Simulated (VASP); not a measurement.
# Si (Im-3m) in VASP: notebook

The runs below take Si through single point, relaxation of cell and atoms, with LDA.

Program: VASP 6.6.1. These are calculated values, not measurements. Logs are shortened: lines on timing, memory, paths and dates and some standing lists are left out, and cuts for length are marked.

### Step 1. The cell of the first run

Symmetry: Im-3m, No. 229, cubic system. Conventional cell: a = 3.049 Å, b = 3.049 Å, c = 3.049 Å, α = 90.00°, β = 90.00°, γ = 90.00°. Within 3.5 Å of Si (site symmetry m-3m) lie 14 Si at 2.64 to 3.05 Å.

### Step 2. Single point, LDA

INCAR reads:

```
PREC = Accurate ; ENCUT = 500
EDIFF = 1E-6 ; ISMEAR = -1
SIGMA = 0.05 ; LREAL = False
LASPH = True ; NELM = 120
ALGO = Normal ; ISIF = 2
LWAVE = False ; LCHARG = False
NBANDS = 8 ; GGA_COMPAT = False
```

KPOINTS reads:

```
regular mesh
0
Gamma
  12 12 12
```

POSCAR reads:

```
Si
1.0
   -1.5243187941      1.5243187941      1.5243187941
    1.5243187941     -1.5243187941      1.5243187941
    1.5243187941      1.5243187941     -1.5243187941
Si
1
Direct
    0.0000000000      0.0000000000      0.0000000000
```

Potentials or basis: VASP PAW LDA potentials, release 64 (Si).

Command:

```sh
$ cat potpaw_LDA.64/Si/POTCAR > POTCAR
$ mpirun -np 1 vasp_std > vasp.out
```

OUTCAR:

```text
PREC = Accurate
   ENCUT = 500
   EDIFF = 1E-6
   ISMEAR = -1
   LREAL = False
   LASPH = True
   NELM = 120
   ISIF = 2

 ion  position               nearest neighbor table
   1  0.000  0.000  0.000-

  LATTYP: Found a body centered cubic cell.
 ALAT       =     3.0486375882

  Lattice vectors:

 A1 = (  -1.5243187941,   1.5243187941,   1.5243187941)
 A2 = (   1.5243187941,  -1.5243187941,   1.5243187941)
 A3 = (   1.5243187941,   1.5243187941,  -1.5243187941)

Analysis of symmetry for initial positions (statically):
=====================================================================
 Subroutine PRICEL returns:
 Original cell was already a primitive cell.

 Routine SETGRP: Setting up the symmetry group for a
 body centered cubic supercell.

 Subroutine GETGRP returns: Found 48 space group operations
 (whereof 48 operations were pure point group operations)
 out of a pool of 48 trial point group operations.

The static configuration has the point symmetry O_h .

Analysis of symmetry for dynamics (positions and initial velocities):
=====================================================================
 Subroutine PRICEL returns:
 Original cell was already a primitive cell.

 Routine SETGRP: Setting up the symmetry group for a
 body centered cubic supercell.

 Subroutine GETGRP returns: Found 48 space group operations
 (whereof 48 operations were pure point group operations)
 out of a pool of 48 trial point group operations.

The dynamic configuration has the point symmetry O_h .

 Subroutine INISYM returns: Found 48 space group operations
 (whereof 48 operations are pure point group operations),
 and found     1 'primitive' translations

----------------------------------------------------------------------------------------

                                     Primitive cell

  volume of cell :      14.1673

  direct lattice vectors                    reciprocal lattice vectors
    -1.524318794  1.524318794  1.524318794     0.000000000  0.328015374  0.328015374
     1.524318794 -1.524318794  1.524318794     0.328015374  0.000000000  0.328015374
     1.524318794  1.524318794 -1.524318794     0.328015374  0.328015374  0.000000000

  length of vectors
     2.640197598  2.640197598  2.640197598     0.463883791  0.463883791  0.463883791

  position of ions in fractional coordinates (direct lattice)
     0.000000000  0.000000000  0.000000000

  ion indices of the primitive-cell ions
   primitive index   ion index
                 1           1

----------------------------------------------------------------------------------------

 KPOINTS: regular mesh

Automatic generation of k-mesh.
 Grid dimensions read from file:
 generate k-points for:   12   12   12

 Generating k-lattice:

  Cartesian coordinates                     Fractional coordinates (reciprocal lattice)
     0.000000000  0.027334615  0.027334615     0.083333333  0.000000000  0.000000000
     0.027334615  0.000000000  0.027334615     0.000000000  0.083333333  0.000000000
     0.027334615  0.027334615  0.000000000     0.000000000  0.000000000  0.083333333

  Length of vectors
     0.038656983  0.038656983  0.038656983

  Shift w.r.t. Gamma in fractional coordinates (k-lattice)
     0.000000000  0.000000000  0.000000000

 Subroutine IBZKPT returns following result:
 ===========================================

 Found     72 irreducible k-points:

 Following reciprocal coordinates:
            Coordinates               Weight
  0.000000  0.000000  0.000000      1.000000
  0.083333  0.000000  0.000000     12.000000
  0.166667  0.000000  0.000000     12.000000
  0.250000  0.000000  0.000000     12.000000
  0.333333  0.000000  0.000000     12.000000
  0.416667  0.000000  0.000000     12.000000
[... 16 lines left out ...]
  0.333333  0.083333  0.083333     24.000000
  0.416667  0.083333  0.083333     12.000000
 [... further k-points ...]
   k-points           NKPTS =     72   k-points in BZ     NKDIM =     72   number of bands    NBANDS=      8
   number of dos      NEDOS =    301   number of ions     NIONS =      1
   total plane-waves  NPLWV =   8000
   dimension x,y,z NGX =    20 NGY =   20 NGZ =   20
   dimension x,y,z NGXF=    40 NGYF=   40 NGZF=   40
   ions per type =               1
   NGX,Y,Z   is equivalent  to a cutoff of  12.59, 12.59, 12.59 a.u.
   NGXF,Y,Z  is equivalent  to a cutoff of  25.19, 25.19, 25.19 a.u.
 SYSTEM =  unknown system
   PREC   = accura    normal or accurate (medium, high low for compatibility)
   ISTART =      0    job   : 0-new  1-cont  2-samecut
   ICHARG =      2    charge: 1-file 2-atom 10-const
   ISPIN  =      1    spin polarized calculation?
   LNONCOLLINEAR =      F non collinear calculations
   LSORBIT =      F    spin-orbit coupling
   LASPH  =      T    aspherical Exc in radial PAW
   ENCUT  =  500.0 eV  36.75 Ry    6.06 a.u.   4.81  4.81  4.81*2*pi/ulx,y,z
   NELM   =    120;   NELMIN=  2; NELMDL= -5     # of ELM steps
   EDIFF  = 0.1E-05   stopping-criterion for ELM
   LREAL  =      F    real-space projection
   EDIFFG = 0.1E-04   stopping-criterion for IOM
   NSW    =      0    number of steps for IOM
   IBRION =     -1    ionic relax: 0-MD 1-quasi-New 2-CG
   NFREE  =      0    steps in history (QN), initial steepest desc. (CG)
   ISIF   =      2    stress and relaxation
   ISYM   =      2    0-nonsym 1-usesym 2-fastsym
   POTIM  = 0.5000    time-step for ionic-motion
   TEBEG  =    0.0;   TEEND  =   0.0 temperature during run
   PSTRESS=    0.0 pullay stress
   NELECT =       4.0000    total number of electrons
   NUPDOWN=      -1.0000    fix difference up-down
   EMIN   =  10.00;   EMAX   =-10.00  energy-range for DOS
   EFERMI =   0.00;   METHOD = LEGACY
   ISMEAR =    -1;   SIGMA  =   0.05  broadening in eV -4-tet -1-fermi 0-gaus
   EFERMI_NEDOS =   21; number of points for ismear=-14 and -15
   IALGO  =     38    algorithm
   IMIX   =      4    mixing-type and parameters
     AMIX     =   0.40;   BMIX     =  1.00
     AMIX_MAG =   1.60;   BMIX_MAG =  1.00
  volume/ion in A,a.u.               =      14.17        95.61
  Fermi-wavevector in a.u.,A,eV,Ry     =   1.073987  2.029541 15.693614  1.153448
  Thomas-Fermi vector in A             =   2.209802
   LORBIT       =      0    0 simple, 1 ext, 2 COOP (PROOUT), +10 PAW based schemes
   GGA     = CA    functional components
   LHFCALC =     F    Hartree Fock is set to
   AEXX    =    0.0000 exact exchange contribution
   IVDW    =     0    specifies the selected vdW correction
   LEPSILON=     F    determine dielectric tensor
   LRPA    =     F    only Hartree local field effects (RPA)
 non-spin polarized calculation
  energy-cutoff  :      500.00
  volume of cell :       14.17
 maximum number of plane-waves:       370
   NGX =  9   NGY =  9   NGZ =  9

 number of electron       4.0000000 magnetization

 Free energy of the ion-electron system (eV)
  ---------------------------------------------------
  ext. energy  EPLUGINS =         0.00000000
  ---------------------------------------------------
  free energy    TOTEN  =        -5.52290206 eV

  energy without entropy =       -5.51966492  energy(sigma->0) =       -5.52128349

 E-fermi :  10.2243     XC(G=0): -11.3499

 val. band max:       10.2092912515   @ k =   0.3333   0.1667   0.1667
 cond. band min:      10.2839099966   @ k =  -0.2500   0.4167   0.0833
 fundamental gap:      0.0746187451
 Fermi energy:        10.2242690265

 k-point     1 :       0.0000    0.0000    0.0000
  band No.  band energies     occupation
      1      -4.1664      2.00000
      2      21.8981      0.00000
      3      21.8981      0.00000
      4      21.8981      0.00000
      5      22.9395      0.00000
      6      22.9395      0.00000
      7      22.9395      0.00000
      8      26.6912      0.00000

 k-point     2 :       0.0833    0.0000    0.0000
  band No.  band energies     occupation
      1      -3.9498      2.00000
      2      19.6117      0.00000
      3      20.3579      0.00000
      4      21.5929      0.00000
      5      22.2737      0.00000
      6      23.8779      0.00000
      7      24.8387      0.00000
      8      25.5896      0.00000

 k-point     3 :       0.1667    0.0000    0.0000
  band No.  band energies     occupation
      1      -3.3013      2.00000
      2      16.1516      0.00000
      3      18.7537      0.00000
      4      20.8238      0.00000
      5      20.9659      0.00000
      6      23.0884      0.00000
      7      26.1075      0.00000
      8      26.6086      0.00000

 k-point     4 :       0.2500    0.0000    0.0000
  band No.  band energies     occupation
      1      -2.2253      2.00000
      2      12.5900      0.00000
      3      17.4951      0.00000
      4      19.7113      0.00000
      5      19.9338      0.00000
      6      21.9411      0.00000
      7      27.2528      0.00000
      8      27.4000      0.00000

 k-point     5 :       0.3333    0.0000    0.0000
  band No.  band energies     occupation
      1      -0.7286      2.00000
      2       9.2324      2.00000
      3      16.5957      0.00000
      4      18.7470      0.00000
      5      19.1870      0.00000
      6      21.0591      0.00000
      7      28.3476      0.00000
      8      28.9182      0.00000
[... 177 lines left out ...]
 k-point    22 :       0.2500    0.0833    0.0833
  band No.  band energies     occupation
      1      -0.3028      2.00000
      2       9.6342      1.99999
      3      14.0666      0.00000
      4      14.6390      0.00000
      5      23.6544      0.00000
      6      24.0348      0.00000
      7      28.6972      0.00000
      8      28.9976      0.00000

 k-point    23 :       0.3333    0.0833    0.0833
  band No.  band energies     occupation
      1       1.6002      2.00000
      2       6.5980      2.00000
      3      13.4923      0.00000
      4      14.0550      0.00000
      5      23.2918      0.00000
      6      23.5881      0.00000
      7      30.0375      0.00000
      8      30.6764      0.00000

 k-point    24 :       0.4167    0.0833    0.0833
  band No.  band energies     occupation
      1       3.7557      2.00000
      2       4.0614      2.00000
      3      13.3010      0.00000
      4      13.8588      0.00000
      5      23.1576      0.00000
      6      23.4311      0.00000
      7      30.9144      0.00000
      8      31.5751      0.00000

 [... further k-points ...]
[... 5 lines left out ...]
  --------------------------------------------------------------------------------------
  -------------------------------------------------------------------------------------
  Total        0.0069470      0.0069470      0.0069470      0.0000000      0.0000000     -0.0000000
  in kB        0.7856341      0.7856341      0.7856341      0.0000000      0.0000000     -0.0000000
  external PRESSURE =       0.7856341 kB  Pullay stress =       0.0000000 kB

 VOLUME and BASIS-vectors are now :
 -----------------------------------------------------------------------------
  energy-cutoff  :      500.00
  volume of cell :       14.17
      direct lattice vectors                 reciprocal lattice vectors
    -1.524318794  1.524318794  1.524318794     0.000000000  0.328015374  0.328015374
     1.524318794 -1.524318794  1.524318794     0.328015374  0.000000000  0.328015374
     1.524318794  1.524318794 -1.524318794     0.328015374  0.328015374  0.000000000

 POSITION                                       TOTAL-FORCE (eV/Angst)
 -----------------------------------------------------------------------------------
      0.00000      0.00000      0.00000         0.000000      0.000000     -0.000000
 -----------------------------------------------------------------------------------
    total drift:                                0.000000     -0.000000     -0.000000

  FREE ENERGIE OF THE ION-ELECTRON SYSTEM (eV)
  ---------------------------------------------------
  free  energy   TOTEN  =        -5.5229020646 eV

  energy  without entropy=       -5.5196649186  energy(sigma->0) =       -5.52128349
```

Wall time 3.1 s (1 thread of AMD EPYC 9R45 (Zen 5), shared host); peak memory 0.08 GiB.

What came out:

```yaml
Free_energy: -5.5229 eV
Pressure: 0.1 GPa
Band_gap_on_the_k_mesh: zero (band 2 reaches 21.90 eV, above the bottom of band 3 at 6.10 eV)
```

### Step 3. Single point, LDA

This run uses another cell than the first one, of 14.03 Å³/atom, 0.990 times its volume.

INCAR reads:

```
SYSTEM = Si
PREC     = Accurate       ! precision mode
ENCUT    = 500            ! plane-wave cutoff, eV
EDIFF    = 1E-6           ! SCF threshold, eV
ISMEAR   = -1             ! smearing method
SIGMA    = 0.05           ! smearing width, eV
LREAL    = .FALSE.        ! projectors in reciprocal space
LASPH    = .TRUE.         ! aspherical terms in the spheres
NELM     = 120            ! most SCF steps
ALGO     = Normal         ! electronic algorithm
ISIF     = 2              ! what is computed and relaxed
LWAVE    = .FALSE.        ! write WAVECAR
LCHARG   = .TRUE.         ! write CHGCAR
LELF     = .TRUE.         ! ELF
LVHAR    = .TRUE.       
NBANDS   = 8              ! bands
GGA_COMPAT= .FALSE.
```

KPOINTS reads:

```
regular mesh
0
G
  12 12 12
  0 0 0
```

POSCAR reads:

```
Si
1.0
   -1.5192206999      1.5192206999      1.5192206999
    1.5192206999     -1.5192206999      1.5192206999
    1.5192206999      1.5192206999     -1.5192206999
Si
1
Direct
    0.0000000000      0.0000000000      0.0000000000
```

Potentials or basis: VASP PAW LDA potentials, release 64 (Si).

Command:

```sh
$ cat potpaw_LDA.64/Si/POTCAR > POTCAR
$ mpirun -np 1 vasp_std > vasp.out
```

It took 3.3 s on 1 thread of AMD EPYC 9R45 (Zen 5), shared host; peak memory 0.08 GiB.

Results (log left out):

* Free energy: -5.5224 eV
* Pressure: 1.1 GPa
* Band gap on the k mesh: zero (band 2 reaches 22.17 eV, above the bottom of band 3 at 6.19 eV)

Levels at points of the mesh, in eV from the Fermi level:
```csv
k point,band 1,band 2,band 3,band 4,band 5,band 6
"(0.00, 0.00, 0.00)",-14.48,11.81,11.81,11.81,12.76,12.76
"(0.50, 0.00, 0.00)",-6.92,-6.64,5.71,7.73,8.39,10.17
"(0.50, 0.50, 0.50)",-0.44,-0.44,-0.44,1.53,2.35,2.35
```

### Step 4. Single point, LDA

This run uses another cell than the first one, of 14.31 Å³/atom, 1.010 times its volume.

INCAR reads:

```
ALGO = Normal ; EDIFF = 1E-6
ENCUT = 500 ; GGA_COMPAT = False
ISIF = 2 ; ISMEAR = -1
LASPH = True ; LCHARG = True
LELF = True ; LREAL = False
LVHAR = True ; LWAVE = False
NBANDS = 8 ; NELM = 120
PREC = Accurate ; SIGMA = 0.05
```

KPOINTS reads:

```
k-points
0
Gamma
  12 12 12
```

POSCAR reads:

```
Si
1.0
   -1.5293830134      1.5293830134      1.5293830134
    1.5293830134     -1.5293830134      1.5293830134
    1.5293830134      1.5293830134     -1.5293830134
Si
1
Direct
    0.0000000000      0.0000000000      0.0000000000
```

Command:

```sh
$ cat potpaw_LDA.64/Si/POTCAR > POTCAR
$ mpirun -np 1 vasp_std > vasp.out
```

Run time: 3.3 s. Hardware: 1 thread of AMD EPYC 9R45 (Zen 5), shared host; peak memory 0.08 GiB.

It converged, with:

```
Free energy            : -5.5226 eV
Pressure               : -0.9 GPa
Band gap on the k mesh : zero (band 2 reaches 21.63 eV, above the bottom of band 3 at 6.02 eV)
```

Levels at points of the mesh, in eV from the Fermi level:
| k point | band 1 | band 2 | band 3 | band 4 | band 5 | band 6 |
| --- | --- | --- | --- | --- | --- | --- |
| (0.00, 0.00, 0.00) | -14.30 | 11.54 | 11.54 | 11.54 | 12.67 | 12.67 |
| (0.50, 0.00, 0.00) | -6.87 | -6.51 | 5.59 | 7.72 | 8.25 | 10.03 |
| (0.50, 0.50, 0.50) | -0.43 | -0.43 | -0.43 | 1.32 | 2.42 | 2.42 |

### Step 5. Relaxation of cell and atoms, LDA

This run uses another cell than the first one, of 14.08 Å³/atom, 0.994 times its volume.

INCAR reads:

```
SYSTEM = Si
  ALGO = Normal
  EDIFF = 1E-7
  EDIFFG = -0.03
  ENCUT = 500
  GGA = CA
  GGA_COMPAT = .False.
  IBRION = 2
  ISIF = 3
  ISMEAR = -1
  LASPH = .True.
  LCHARG = .False.
  LREAL = .False.
  LWAVE = .False.
  NELM = 120
  NELMIN = 4
  NSW = 80
  PREC = Accurate
  SIGMA = 0.05
```

KPOINTS reads:

```
k-points
0
Gamma
  12 12 12
  0 0 0
```

POSCAR reads:

```
Si
1.0
   -1.5210708701      1.5210708701      1.5210708701
    1.5210708701     -1.5210708701      1.5210708701
    1.5210708701      1.5210708701     -1.5210708701
Si
1
Direct
    0.0000000000      0.0000000000      0.0000000000
```

Command:

```sh
$ cat potpaw_LDA.64/Si/POTCAR > POTCAR
$ mpirun -np 1 vasp_std > vasp.out
```

It took 12 s on 1 thread of AMD EPYC, shared host; peak memory 0.08 GiB.

The run converged. Its results:

```
Free energy                            : -5.5229 eV
Relaxed volume                         : 14.20 Å³/atom
Relaxed cell                           : a = 2.643 Å, b = 2.643 Å, c = 2.643 Å, α = 109.47°, β = 109.47°, γ = 109.47°
Space group after relaxing (to 0.05 Å) : Im-3m (No. 229)
Energy gained by relaxing              : 0.2 meV/atom
Ionic steps                            : 2
Pressure after relaxing                : -0.2 GPa
Band gap on the k mesh                 : zero (band 2 reaches 21.83 eV, above the bottom of band 3 at 6.08 eV)
```

Step by step:
| step | energy change (eV) | largest force (eV/Å) | pressure (GPa) | volume (Å³) |
| --- | --- | --- | --- | --- |
| 1 | 0.0000 | 0.0000 | 0.71 | 14.08 |
| 2 | -0.0002 | 0.0000 | -0.17 | 14.20 |

Final structure:
```cif
data_structure
_symmetry_space_group_name_H-M 'P 1'
_symmetry_Int_Tables_number 1
_cell_length_a 2.6425
_cell_length_b 2.6425
_cell_length_c 2.6425
_cell_angle_alpha 109.471
_cell_angle_beta 109.471
_cell_angle_gamma 109.471
_cell_volume 14.20
loop_
_atom_site_label
_atom_site_type_symbol
_atom_site_fract_x
_atom_site_fract_y
_atom_site_fract_z
_atom_site_occupancy
Si1 Si 0.00000 0.00000 0.00000 1
```

Levels at points of the mesh, in eV from the Fermi level:
```
           k point  band 1  band 2  band 3  band 4  band 5  band 6
(0.00, 0.00, 0.00)  -14.37   11.64   11.64   11.64   12.70   12.70
(0.50, 0.00, 0.00)   -6.89   -6.56    5.64    7.72    8.30   10.08
(0.50, 0.50, 0.50)   -0.44   -0.44   -0.44    1.39    2.39    2.39
```

### Step 6. The runs side by side

| task | cell | gap on the mesh (eV) | pressure (GPa) |
| --- | --- | --- | --- |
| single point | a = 2.640 Å, angles 109.5°, 1 atom | none | 0.1 |
| single point | a = 2.631 Å, angles 109.5°, 1 atom | none | 1.1 |
| single point | a = 2.649 Å, angles 109.5°, 1 atom | none | -0.9 |
| relaxation of cell and atoms | relaxed from a = 2.635 Å, angles 109.5°, 1 atom | none | -0.2 |

Alike in all rows: level LDA; potentials or basis VASP PAW LDA potentials, release 64 (Si); no spin polarisation; k mesh 12 × 12 × 12; cutoff (eV) 500; smearing fermi-dirac 0.05 eV.

Absolute energies hang on the potentials; compare differences alone.
